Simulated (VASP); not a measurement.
# AlN (base) (F-43m) in VASP: density of states with PBE

Aim: the density of states of AlN (base) with PBE.

Program: VASP 6.6.1. These are calculated values, not measurements. Logs are shortened: lines on timing, memory, paths and dates and some standing lists are left out, and cuts for length are marked.

## Step 1: The cell of the first run

Symmetry: F-43m, No. 216, cubic system. Conventional cell: a = 4.403 Å, b = 4.403 Å, c = 4.403 Å, α = 90.00°, β = 90.00°, γ = 90.00°. Within 2.5 Å of Al (site symmetry -43m) lie 4 N at 1.91 Å. N (site symmetry -43m) has 4 Al at 1.91 Å within 2.5 Å.

## Step 2: Density of states, PBE

File POSCAR:

```
AlN
1.0
    0.0000000000      2.2015870948      2.2015870948
    2.2015870948      0.0000000000      2.2015870948
    2.2015870948      2.2015870948      0.0000000000
Al N
1 1
Direct
    0.0000000000      0.0000000000      0.0000000000
    0.7500000000      0.7500000000      0.7500000000
```

File INCAR.step1:

```
SYSTEM = AlN
ALGO = Normal
EDIFF = 1E-6
ENCUT = 520
GGA = PE
GGA_COMPAT = .FALSE.
ISIF = 2
ISMEAR = 0
LASPH = .TRUE.
LCHARG = .TRUE.
LORBIT = 11
LREAL = .FALSE.
LWAVE = .FALSE.
NBANDS = 11
NEDOS = 2001
NELM = 120
PREC = Accurate
SIGMA = 0.02
```

File KPOINTS.step1:

```
k-points
0
G
  10 10 10
  0 0 0
```

File INCAR.step2:

```
SYSTEM = AlN
ALGO = Normal
EDIFF = 1E-6
ENCUT = 520
GGA = PE
GGA_COMPAT = .FALSE.
ICHARG = 11
ISIF = 2
ISMEAR = -5
LASPH = .TRUE.
LCHARG = .FALSE.
LORBIT = 10
LREAL = .FALSE.
LWAVE = .FALSE.
NBANDS = 11
NEDOS = 1001
NELM = 120
PREC = Accurate
SIGMA = 0.02
```

File KPOINTS.step2:

```
k-points
0
G
  15 15 15
  0 0 0
```

Potentials or basis: VASP PAW PBE potentials, release 64 (Al, N).

Command:

```bash
> cat potpaw_PBE.64/Al/POTCAR potpaw_PBE.64/N/POTCAR > POTCAR
> cp INCAR.step1 INCAR
> cp KPOINTS.step1 KPOINTS
> mpirun -np 1 vasp_std > vasp.out
> cp INCAR.step2 INCAR
> cp KPOINTS.step2 KPOINTS
> mpirun -np 1 vasp_std > vasp.out
```

OUTCAR:

```text
SYSTEM = AlN
   EDIFF = 1E-6
   ENCUT = 520
   GGA = PE
   ICHARG = 11
   ISIF = 2
   ISMEAR = -5
   LASPH = .TRUE.
   LORBIT = 10
   LREAL = .FALSE.
   NELM = 120
   PREC = Accurate

 ion  position               nearest neighbor table
   1  0.000  0.000  0.000-   2 1.91   2 1.91   2 1.91   2 1.91
   2  0.750  0.750  0.750-   1 1.91   1 1.91   1 1.91   1 1.91

  LATTYP: Found a face centered cubic cell.
 ALAT       =     4.4031741896

  Lattice vectors:

 A1 = (   0.0000000000,   2.2015870948,   2.2015870948)
 A2 = (   2.2015870948,   0.0000000000,   2.2015870948)
 A3 = (   2.2015870948,   2.2015870948,   0.0000000000)

Analysis of symmetry for initial positions (statically):
=====================================================================
 Subroutine PRICEL returns:
 Original cell was already a primitive cell.

 Routine SETGRP: Setting up the symmetry group for a
 face centered cubic supercell.

 Subroutine GETGRP returns: Found 24 space group operations
 (whereof 24 operations were pure point group operations)
 out of a pool of 48 trial point group operations.

The static configuration has the point symmetry T_d .

Analysis of symmetry for dynamics (positions and initial velocities):
=====================================================================
 Subroutine PRICEL returns:
 Original cell was already a primitive cell.

 Routine SETGRP: Setting up the symmetry group for a
 face centered cubic supercell.

 Subroutine GETGRP returns: Found 24 space group operations
 (whereof 24 operations were pure point group operations)
 out of a pool of 48 trial point group operations.

The dynamic configuration has the point symmetry T_d .

 Subroutine INISYM returns: Found 24 space group operations
 (whereof 24 operations are pure point group operations),
 and found     1 'primitive' translations

----------------------------------------------------------------------------------------

                                     Primitive cell

  volume of cell :      21.3421

  direct lattice vectors                    reciprocal lattice vectors
     0.000000000  2.201587095  2.201587095    -0.227108889  0.227108889  0.227108889
     2.201587095  0.000000000  2.201587095     0.227108889 -0.227108889  0.227108889
     2.201587095  2.201587095  0.000000000     0.227108889  0.227108889 -0.227108889

  length of vectors
     3.113514328  3.113514328  3.113514328     0.393364135  0.393364135  0.393364135

  position of ions in fractional coordinates (direct lattice)
     0.000000000  0.000000000  0.000000000
     0.750000000  0.750000000  0.750000000

  ion indices of the primitive-cell ions
   primitive index   ion index
                 1           1
                 2           2

----------------------------------------------------------------------------------------

 KPOINTS: k-points

Automatic generation of k-mesh.
 Grid dimensions read from file:
 generate k-points for:   15   15   15

 Generating k-lattice:

  Cartesian coordinates                     Fractional coordinates (reciprocal lattice)
    -0.015140593  0.015140593  0.015140593     0.066666667  0.000000000  0.000000000
     0.015140593 -0.015140593  0.015140593     0.000000000  0.066666667  0.000000000
     0.015140593  0.015140593 -0.015140593     0.000000000  0.000000000  0.066666667

  Length of vectors
     0.026224276  0.026224276  0.026224276

  Shift w.r.t. Gamma in fractional coordinates (k-lattice)
     0.000000000  0.000000000  0.000000000

 TETIRR: Found    484 inequivalent tetrahedra from    20250

 Subroutine IBZKPT returns following result:
 ===========================================

 Found    120 irreducible k-points:

 Following reciprocal coordinates:
            Coordinates               Weight
  0.000000  0.000000  0.000000      1.000000
  0.066667  0.000000  0.000000      8.000000
  0.133333  0.000000  0.000000      8.000000
  0.200000  0.000000  0.000000      8.000000
  0.266667  0.000000  0.000000      8.000000
  0.333333  0.000000  0.000000      8.000000
[... 16 lines left out ...]
  0.133333  0.133333  0.000000      6.000000
  0.200000  0.133333  0.000000     24.000000
 [... further k-points ...]
   k-points           NKPTS =    120   k-points in BZ     NKDIM =    120   number of bands    NBANDS=     11
   number of dos      NEDOS =   1001   number of ions     NIONS =      2
   total plane-waves  NPLWV =  13824
   dimension x,y,z NGX =    24 NGY =   24 NGZ =   24
   dimension x,y,z NGXF=    48 NGYF=   48 NGZF=   48
   ions per type =               1   1
   NGX,Y,Z   is equivalent  to a cutoff of  12.81, 12.81, 12.81 a.u.
   NGXF,Y,Z  is equivalent  to a cutoff of  25.63, 25.63, 25.63 a.u.
 SYSTEM =  AlN
   PREC   = accura    normal or accurate (medium, high low for compatibility)
   ISTART =      0    job   : 0-new  1-cont  2-samecut
   ICHARG =     11    charge: 1-file 2-atom 10-const
   ISPIN  =      1    spin polarized calculation?
   LNONCOLLINEAR =      F non collinear calculations
   LSORBIT =      F    spin-orbit coupling
   LASPH  =      T    aspherical Exc in radial PAW
   ENCUT  =  520.0 eV  38.22 Ry    6.18 a.u.   5.79  5.79  5.79*2*pi/ulx,y,z
   NELM   =    120;   NELMIN=  2; NELMDL=  0     # of ELM steps
   EDIFF  = 0.1E-05   stopping-criterion for ELM
   LREAL  =      F    real-space projection
   EDIFFG = 0.1E-04   stopping-criterion for IOM
   NSW    =      0    number of steps for IOM
   IBRION =     -1    ionic relax: 0-MD 1-quasi-New 2-CG
   NFREE  =      0    steps in history (QN), initial steepest desc. (CG)
   ISIF   =      2    stress and relaxation
   ISYM   =      2    0-nonsym 1-usesym 2-fastsym
   POTIM  = 0.5000    time-step for ionic-motion
   TEBEG  =    0.0;   TEEND  =   0.0 temperature during run
   PSTRESS=    0.0 pullay stress
   NELECT =       8.0000    total number of electrons
   NUPDOWN=      -1.0000    fix difference up-down
   EMIN   =  10.00;   EMAX   =-10.00  energy-range for DOS
   EFERMI =   0.00;   METHOD = LEGACY
   ISMEAR =    -5;   SIGMA  =   0.02  broadening in eV -4-tet -1-fermi 0-gaus
   EFERMI_NEDOS =   21; number of points for ismear=-14 and -15
   IALGO  =     38    algorithm
   IMIX   =      4    mixing-type and parameters
     AMIX     =   0.40;   BMIX     =  1.00
     AMIX_MAG =   1.60;   BMIX_MAG =  1.00
  volume/ion in A,a.u.               =      10.67        72.01
  Fermi-wavevector in a.u.,A,eV,Ry     =   1.180390  2.230614 18.957286  1.393321
  Thomas-Fermi vector in A             =   2.316684
   LORBIT       =     10    0 simple, 1 ext, 2 COOP (PROOUT), +10 PAW based schemes
   GGA     = PE    functional components
   LHFCALC =     F    Hartree Fock is set to
   AEXX    =    0.0000 exact exchange contribution
   IVDW    =     0    specifies the selected vdW correction
   LEPSILON=     F    determine dielectric tensor
   LRPA    =     F    only Hartree local field effects (RPA)
 non-spin polarized calculation
 Fermi weights with tetrahedron method with Bloechl corrections
  energy-cutoff  :      520.00
  volume of cell :       21.34
 maximum number of plane-waves:       589

 number of electron       8.0000001 magnetization

 Free energy of the ion-electron system (eV)
  ---------------------------------------------------
  ext. energy  EPLUGINS =         0.00000000
  ---------------------------------------------------
  free energy    TOTEN  =       -14.84743018 eV

  energy without entropy =      -14.84743018  energy(sigma->0) =      -14.84743018

 E-fermi :   5.7742     XC(G=0): -10.8291

 val. band max:        5.7448551258   @ k =   0.0000   0.0000   0.0000
 cond. band min:       9.1151096369   @ k =   0.4667   0.4667   0.0000
 fundamental gap:      3.3702545111
 Fermi energy:         5.7741716208

 k-point     1 :       0.0000    0.0000    0.0000
  band No.  band energies     occupation
      1      -9.0976      2.00000
      2       5.7449      2.00000
      3       5.7449      2.00000
      4       5.7449      2.00000
      5       9.7294      0.00000
      6      18.0688      0.00000
      7      18.0688      0.00000
      8      18.0688      0.00000
      9      23.2416      0.00000
     10      23.2416      0.00000
     11      24.5971      0.00000

 k-point     2 :       0.0667    0.0000    0.0000
  band No.  band energies     occupation
      1      -9.0340      2.00000
      2       5.3505      2.00000
      3       5.7214      2.00000
      4       5.7214      2.00000
      5      10.0606      0.00000
      6      17.8856      0.00000
      7      18.1363      0.00000
      8      18.1363      0.00000
      9      22.4677      0.00000
     10      22.4677      0.00000
     11      24.1708      0.00000

 k-point     3 :       0.1333    0.0000    0.0000
  band No.  band energies     occupation
      1      -8.8473      2.00000
      2       4.4399      2.00000
      3       5.6568      2.00000
      4       5.6568      2.00000
      5      10.7748      0.00000
      6      17.4330      0.00000
      7      18.2473      0.00000
      8      18.2473      0.00000
      9      21.6501      0.00000
     10      21.6501      0.00000
     11      23.4777      0.00000
[... 267 lines left out ...]
 k-point    23 :       0.1333    0.1333    0.0000
  band No.  band energies     occupation
      1      -8.7644      2.00000
      2       4.4924      2.00000
      3       5.4001      2.00000
      4       5.4001      2.00000
      5      11.0542      0.00000
      6      17.0656      0.00000
      7      18.5432      0.00000
      8      18.5432      0.00000
      9      19.1819      0.00000
     10      23.7704      0.00000
     11      25.6780      0.00000

 k-point    24 :       0.2000    0.1333    0.0000
  band No.  band energies     occupation
      1      -8.5462      2.00000
      2       3.8034      2.00000
      3       5.2459      2.00000
      4       5.2942      2.00000
      5      11.5503      0.00000
      6      16.6861      0.00000
      7      17.9177      0.00000
      8      18.7096      0.00000
      9      19.2052      0.00000
     10      23.6827      0.00000
     11      25.4267      0.00000

 [... further k-points ...]
[... 5 lines left out ...]
  --------------------------------------------------------------------------------------
  -------------------------------------------------------------------------------------
  Total       -0.0357875     -0.0357875     -0.0357875      0.0000000      0.0000000     -0.0000000
  in kB       -2.6866083     -2.6866083     -2.6866083      0.0000000      0.0000000     -0.0000000
  external PRESSURE =      -2.6866083 kB  Pullay stress =       0.0000000 kB

 VOLUME and BASIS-vectors are now :
 -----------------------------------------------------------------------------
  energy-cutoff  :      520.00
  volume of cell :       21.34
      direct lattice vectors                 reciprocal lattice vectors
     0.000000000  2.201587095  2.201587095    -0.227108889  0.227108889  0.227108889
     2.201587095  0.000000000  2.201587095     0.227108889 -0.227108889  0.227108889
     2.201587095  2.201587095  0.000000000     0.227108889  0.227108889 -0.227108889

 POSITION                                       TOTAL-FORCE (eV/Angst)
 -----------------------------------------------------------------------------------
      0.00000      0.00000      0.00000         0.000000      0.000000      0.000000
      3.30238      3.30238      3.30238        -0.000000     -0.000000     -0.000000
 -----------------------------------------------------------------------------------
    total drift:                                0.000000      0.000000      0.000000

  FREE ENERGIE OF THE ION-ELECTRON SYSTEM (eV)
  ---------------------------------------------------
  free  energy   TOTEN  =       -14.8474301829 eV

  energy  without entropy=      -14.8474301829  energy(sigma->0) =      -14.84743018

 total charge

# of ion       s       p       d       tot
------------------------------------------
    1        0.367   0.434   0.000   0.801
    2        1.222   2.620   0.000   3.842
--------------------------------------------------
tot          1.589   3.054   0.000   4.643
```

It took 23 s on 1 thread of AMD EPYC 7R43 (Zen 3), shared host; peak memory 0.11 GiB.

What came out:

```
Valence electrons inside the program's atomic spheres : Al 0.80; N 3.84
```

Levels at points of the mesh, in eV from the valence-band top:
```csv
k point,band 1,band 2,band 3,band 4,band 5,band 6,band 7,band 8
"(0.00, 0.00, 0.00)",-14.84,0.00,0.00,0.00,3.98,12.32,12.32,12.32
```
